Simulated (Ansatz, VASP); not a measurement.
# Two plane-wave programs on LiC3

File INCAR:

```
SYSTEM = LiC3
  PREC = Accurate
  ENCUT = 520
  EDIFF = 1E-6
  ISMEAR = 0
  SIGMA = 0.2
  LREAL = .FALSE.
  LASPH = .TRUE.
  NELM = 60
  ALGO = Normal
  ISIF = 2
  LWAVE = .FALSE.
  LCHARG = .FALSE.
  GGA = PE
  NBANDS = 25
```

Contents of KPOINTS:

```
regular mesh
0
G
  6 6 6
  0 0 0
```

POSCAR

```
LiC3
1.0
    0.0000000000      0.0000000000      3.6027897076
    4.3942962154      0.0000000000      0.0000000000
   -2.1971481077      3.8055721543      0.0000000000
Li C
2 6
Direct
    0.5000000000      0.3333333333      0.6666666667
    0.5000000000      0.6666666667      0.3333333333
    0.0000000000      0.3324143851      0.3324143851
    1.0000000000      1.0000000000      0.6675856149
    0.0000000000      0.6675856149      0.0000000000
    0.0000000000      1.0000000000      0.3324143851
    1.0000000000      0.6675856149      0.6675856149
    0.0000000000      0.3324143851      0.0000000000
```

Input for Ansatz:

```yaml
crystal:
  lattice:
    - [0.0, 0.0, 3.6027897076]
    - [4.3942962154, 0.0, 0.0]
    - [-2.1971481077, 3.8055721543, 0.0]
  atoms:
    - { symbol: Li, position: [0.5, 0.3333333333, 0.6666666667] }
    - { symbol: Li, position: [0.5, 0.6666666667, 0.3333333333] }
    - { symbol: C, position: [0.0, 0.3324143851, 0.3324143851] }
    - { symbol: C, position: [1.0, 1.0, 0.6675856149] }
    - { symbol: C, position: [0.0, 0.6675856149, 0.0] }
    - { symbol: C, position: [0.0, 1.0, 0.3324143851] }
    - { symbol: C, position: [1.0, 0.6675856149, 0.6675856149] }
    - { symbol: C, position: [0.0, 0.3324143851, 0.0] }
basis:
  ecutwfc: 420
kpoints:
  mp_grid: { grid: [6, 6, 6] }
hamiltonian:
  xc: pbe
scf:
  occupations: { method: gaussian, width: 0.2 }
  lower_state_search: "off"
output:
  forces: true
  stress: true
  eigenvalues: true
```

Alike in both runs: task single point; functional PBE; k mesh 6 × 6 × 6; occupations gaussian, width 0.2 eV; no spin polarisation.

```csv
,VASP,Ansatz
version,VASP 6.6.1,Ansatz 0.2.0
potentials or method,"VASP PAW PBE potentials, release 64 (Li_sv, C), cutoff 520 eV","scalar-relativistic, plane waves, PAW"
valence electrons in the cell,30,30
```

|  | VASP | Ansatz | Ansatz less VASP |
| --- | --- | --- | --- |
| gap on the k mesh at the Fermi level (eV) | none | none | - |
| rms of the force components (eV/Å) | 0.009 | 0.009 | +0.0002 |

Atom by atom the forces differ by 0.000 eV/Å (rms over components). A gap of «none» marks a metal or a gap that the smearing closes.

Noted on VASP's run: the cutoff is short for stress, so the pressure is rough.
